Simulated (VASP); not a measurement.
Input of a VASP 6.6.1 run:

Contents of INCAR:

```
SYSTEM = TaN
PREC = Accurate
ENCUT = 520
EDIFF = 1E-6
ISMEAR = 0
SIGMA = 0.15
LREAL = .False.
LASPH = .True.
NELM = 100
ALGO = Normal
ISIF = 2
LWAVE = .False.
LCHARG = .False.
GGA = PS
NBANDS = 15
```

KPOINTS

```
regular mesh
0
Gamma
  18 18 18
  0 0 0
```

POSCAR

```
TaN
1.0
    0.0000000000      2.1790000000      2.1790000000
    2.1790000000      0.0000000000      2.1790000000
    2.1790000000      2.1790000000      0.0000000000
Ta N
1 1
Direct
    0.4885268472      0.4885268472      0.5114731528
    0.0000000000      0.0000000000      0.0000000000
```

Potentials or basis: VASP PAW PBE potentials, release 64 (Ta_pv, N).

Run with:

```bash
$ cat potpaw_PBE.64/Ta_pv/POTCAR potpaw_PBE.64/N/POTCAR > POTCAR
$ mpirun -np 1 vasp_std > vasp.out
```

(1) Estimate the largest force.

(2) Estimate the band gap on the k mesh.

(3) Predict the pressure.

Results:

(1) 0.445 eV/Å.

(2) zero (band 8 reaches 11.67 eV, above the bottom of band 9 at 7.57 eV).

(3) 6.0 GPa.

Caveat: the cell differs from its parent crystal (all Ta atoms moved -0.050 Å, as atom 1 along Cartesian [0 0 1]); the PAW data sets were made with another functional, which shifts forces and pressure a little; spin-orbit coupling is left out, which moves the levels of the heavy elements.
